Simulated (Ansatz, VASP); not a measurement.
**TiAl3 in VASP and in Ansatz**

```
Ti Al
1.0
     2.80195    0.00000    0.00000
     0.00000    2.80195    0.00000
     0.00000    0.00000    9.31770
Ti Al
1 3
Direct
  0.00000 0.00000 0.50000
  0.50000 0.50000 0.71507
  0.50000 0.50000 0.28493
  0.50000 0.50000 0.00000
```

Alike in both runs: task relaxation of cell and atoms; functional PBE; k mesh 16 × 16 × 6; occupations gaussian, width 0.1 eV; no spin polarisation.

```csv
,VASP,Ansatz
version,VASP 6.6.1,Ansatz 0.2.0
potentials or method,"VASP PAW PBE potentials, release 64 (Ti_sv, Al), cutoff 600 eV","scalar-relativistic, plane waves, PAW"
valence electrons in the cell,21,21
```

```tsv
	VASP	Ansatz	Ansatz less VASP
gap on the k mesh at the Fermi level, each at its own relaxed structure (eV)	none	none	-
relaxed volume (Å³/atom)	18.23	18.24	+0.004
relaxed cell length with the largest relative difference (Å)	9.337	9.339	+0.0022
```

A gap of «none» marks a metal or a gap that the smearing closes.
